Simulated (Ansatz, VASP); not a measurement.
Two plane-wave programs on HfMoC2

INCAR

```
SYSTEM = HfMoC2
ALGO     = Normal         ! electronic algorithm
EDIFF    = 1E-7           ! SCF threshold, eV
EDIFFG   = -0.05          ! ionic threshold
ENCUT    = 600            ! plane-wave cutoff, eV
GGA      = PS             ! functional
IBRION   = 2              ! ionic algorithm
ISIF     = 3              ! what is computed and relaxed
ISMEAR   = 0              ! smearing method
LASPH    = .TRUE.         ! aspherical terms in the spheres
LCHARG   = .FALSE.        ! write CHGCAR
LREAL    = .FALSE.        ! projectors in reciprocal space
LWAVE    = .FALSE.        ! write WAVECAR
NELM     = 100            ! most SCF steps
NSW      = 100            ! ionic steps
PREC     = Accurate       ! precision mode
SIGMA    = 0.1            ! smearing width, eV
```

Contents of KPOINTS:

```
k-points
0
G
  6 6 4
  0 0 0
```

Contents of POSCAR:

```
HfMoC2
1.0
    3.1914230000      0.0000000000      0.0000000000
    0.0000000000      3.1914230000      0.0000000000
    0.0000000000      0.0000000000      4.4851640000
Hf Mo C
1 1 2
Direct
    0.0000000000      0.0000000000      0.0000000000
    0.5000000000      0.5000000000      0.5000000000
    0.0000000000      0.0000000000      0.5000000000
    0.5000000000      0.5000000000      0.0000000000
```

Input for Ansatz:

```yaml
crystal:
  lattice:
    - [3.191423, 0.0, 0.0]
    - [0.0, 3.191423, 0.0]
    - [0.0, 0.0, 4.485164]
  atoms:
    - { symbol: Hf, position: [0.0, 0.0, 0.0] }
    - { symbol: Mo, position: [0.5, 0.5, 0.5] }
    - { symbol: C, position: [0.0, 0.0, 0.5] }
    - { symbol: C, position: [0.5, 0.5, 0.0] }
basis:
  ecutwfc: 420
kpoints:
  mp_grid: { grid: [6, 6, 4] }
hamiltonian:
  xc: pbesol
scf:
  occupations: { method: gaussian, width: 0.1 }
output:
  forces: true
  stress: true
  eigenvalues: true
relax:
  adjacent_minimum: "off"
  f_tol: 0.05
  max_steps: 80
  cell: { stress_tol: 0.5 }
```

Alike in both runs: task relaxation of cell and atoms; functional PBEsol; k mesh 6 × 6 × 4; occupations gaussian, width 0.1 eV; no spin polarisation.

|  | VASP | Ansatz |
| --- | --- | --- |
| version | VASP 6.6.1 | Ansatz 0.2.0 |
| potentials or method | VASP PAW PBE potentials, release 64 (Hf_pv, Mo_sv, C), cutoff 600 eV | scalar-relativistic, plane waves, PAW |
| valence electrons in the cell | 32 | 48 |

VASP gave:

* gap on the k mesh at the Fermi level, each at its own relaxed structure (eV): none
* relaxed volume (Å³/atom): 11.09
* relaxed cell length with the largest relative difference (Å): 4.469

What did Ansatz give for the same quantities?

gap on the k mesh at the Fermi level, each at its own relaxed structure (eV): none; relaxed volume (Å³/atom): 11.10; relaxed cell length with the largest relative difference (Å): 4.465.

VASP's potentials were made for PBE, not for PBEsol. A gap of «none» marks a metal or a gap that the smearing closes. VASP's potentials hold 32 valence electrons a cell and Ansatz's 48, so a difference there can come from the potentials and not from the codes.

Neither program's run includes spin-orbit coupling.
